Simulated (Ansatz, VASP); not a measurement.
C: VASP beside Ansatz

File INCAR:

```
  PREC = Accurate
  ENCUT = 520
  EDIFF = 1E-6
  ISMEAR = 0
  SIGMA = 0.1
  LREAL = False
  LASPH = True
  NELM = 100
  ALGO = Normal
  ISIF = 2
  LWAVE = False
  LCHARG = False
  GGA = PE
  NBANDS = 16
```

Contents of KPOINTS:

```
regular mesh
0
Gamma
  18 18 6
```

File POSCAR:

```
C
1.0
    1.2280479700     -2.1270618200      0.0000000000
    1.2280479700      2.1270618200      0.0000000000
    0.0000000000      0.0000000000      7.1732677600
C
4
Direct
    0.0833794600      0.9166205400      0.7531376000
    0.5304896009      0.4695103991      0.2468624000
    0.9166205400      0.0833794600      0.2468624000
    0.4166205400      0.5833794600      0.7531376000
```

Input for Ansatz:

```yaml
crystal:
  lattice:
    - [1.22804797, -2.12706182, 0.0]
    - [1.22804797, 2.12706182, 0.0]
    - [0.0, 0.0, 7.17326776]
  atoms:
    - { symbol: C, position: [0.08337946, 0.91662054, 0.7531376] }
    - { symbol: C, position: [0.5304896009, 0.4695103991, 0.2468624] }
    - { symbol: C, position: [0.91662054, 0.08337946, 0.2468624] }
    - { symbol: C, position: [0.41662054, 0.58337946, 0.7531376] }
basis:
  ecutwfc: 420
kpoints:
  mp_grid: { grid: [18, 18, 6] }
hamiltonian:
  xc: pbe
scf:
  occupations: { method: gaussian, width: 0.1 }
output:
  forces: true
  stress: true
  eigenvalues: true
  populations: true
```

Change from the starting cell: one atom moved.

Alike in both runs: task single point; functional PBE; k mesh 18 × 18 × 6; occupations gaussian, width 0.1 eV; no spin polarisation.

```csv
,VASP,Ansatz
version,VASP 6.6.1,Ansatz 0.2.0
potentials or method,"VASP PAW PBE potentials, release 64 (C), cutoff 520 eV","scalar-relativistic, plane waves, PAW"
valence electrons in the cell,16,16
```

VASP gave:

```
gap on the k mesh at the Fermi level (eV)                     : none
pressure (GPa)                                                : 12.1
traceless stress, the component that is largest in VASP (GPa) : 16.37
rms of the force components (eV/Å)                            : 3.361
```

Q: Which values does Ansatz return?

A: gap on the k mesh at the Fermi level (eV): none; pressure (GPa): 11.8; traceless stress, the component that is largest in VASP (GPa): 16.06; rms of the force components (eV/Å): 3.365.

Atom by atom the forces differ by 0.004 eV/Å (rms over components). A gap of «none» marks a metal or a gap that the smearing closes. With one functional, cell and mesh, what is left measures potentials, basis and numerics.
